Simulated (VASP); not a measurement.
Crystal: Tl.

```
Tl
1.0
     3.11275   -2.16356    0.00000
     3.11275    2.16356    0.00000
    -2.25112    0.00000    5.03262
Tl
2
Direct
  0.92412 0.92412 0.66666
  0.07587 0.07587 0.33333
```

| Property | Result |
| --- | --- |
| Program | VASP 6.6.1 |
| Task | relaxation of cell and atoms |
| Functional | PBE |
| Potentials or basis | VASP PAW PBE potentials, release 64 (Tl_d) |
| Cutoff | 600 eV |
| k mesh | 6 × 6 × 4 |
| Occupations | gaussian, width 0.1 eV |
| Spin | no spin polarisation |

At the start: pressure 12.6 GPa; volume 33.89 Å³/atom.

Task: Where does the relaxation end?

Result: Over 27 steps the energy falls by 952.9 meV/atom and the volume is 31.34 Å³/atom (-7.5 %); space group C2/m (No. 12, to 0.05 Å).

The path:
```csv
step,energy change (eV),largest force (eV/Å),pressure (GPa),volume (Å³)
1,0.0000,6.7281,12.62,67.79
2,-1.3358,0.1352,-2.79,95.03
3,-1.5233,0.5021,-1.24,80.73
4,-1.5234,0.5185,-1.18,80.47
5,-1.5232,0.5372,-1.11,80.18
6,-1.5681,0.5184,-0.83,77.49
7,-1.6429,0.2153,0.71,69.78
8,-1.6834,0.1187,0.40,69.26
9,-1.7976,0.2311,-0.22,67.37
10,-1.6476,0.7649,2.63,62.27
11,-1.8155,0.5442,0.03,65.80
12,-1.8269,0.3479,-0.04,65.16
13,-1.8326,0.4113,-0.11,65.43
14,-1.8568,0.3154,-0.23,65.26
15,-1.8926,0.0568,-0.23,64.64
16,-1.8927,0.0570,-0.22,64.60
17,-1.8956,0.0603,0.01,63.91
18,-1.8962,0.0636,0.17,63.48
19,-1.8978,0.0537,0.08,63.69
20,-1.8986,0.0412,-0.16,64.08
21,-1.8987,0.0435,-0.11,63.97
22,-1.8996,0.0447,0.03,63.61
23,-1.8998,0.0470,0.16,63.26
24,-1.9003,0.0461,0.16,63.24
25,-1.9015,0.0429,0.14,63.16
26,-1.9034,0.0354,0.13,63.01
27,-1.9058,0.0232,0.11,62.68
```

Final structure:
```xyz
2
Lattice="2.9079 -1.8347 -0.3138 2.9079 1.8347 -0.3138 -2.5646 0.0000 6.1515" Properties=species:S:1:pos:R:3 pbc="T T T"
Tl    3.6876    0.0000    3.9580
Tl   -0.4364    0.0000    1.5660
```
